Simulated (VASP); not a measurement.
The system is Ag.

```
Ag
1.0
     0.00000    2.81000    2.81000
     2.81000    0.00000    2.81000
     2.81000    2.81000    0.00000
Ag
2
Cartesian
  0.0000 0.0000 0.0000
  1.4050 1.4050 1.4050
```

```yaml
Program: VASP 6.6.1
Task: relaxation of cell and atoms
Functional: r2SCAN
Potentials_or_basis: VASP PAW PBE potentials, release 64 (Ag)
Cutoff: 600 eV
k_mesh: 8 × 8 × 8
Occupations: fermi-dirac, width 0.1 eV
Spin: no spin polarisation
```

At the start: pressure 18.7 GPa; volume 22.19 Å³/atom.

Question: How do energy, volume and symmetry change on relaxing?

Answer: Over 4 steps the energy falls by 274.2 meV/atom and the volume is 28.38 Å³/atom (+27.9 %); space group Fd-3m (No. 227, to 0.05 Å).

The path:
```csv
step,energy change (eV),largest force (eV/Å),pressure (GPa),volume (Å³)
1,0.0000,0.0000,18.70,44.38
2,-0.4780,0.0000,-3.08,63.17
3,-0.5481,0.0000,0.25,56.31
4,-0.5484,0.0000,-0.08,56.76
```

Final structure:
```
Ag
1.0
     0.00000    3.05029    3.05029
     3.05029    0.00000    3.05029
     3.05029    3.05029    0.00000
Ag
2
Direct
  0.00000 0.00000 0.00000
  0.25000 0.25000 0.25000
```

Caveat: the volume moved by over 15 % at a fixed basis, so the end points are rough; the PAW data sets were made with another functional, which shifts forces and pressure a little.
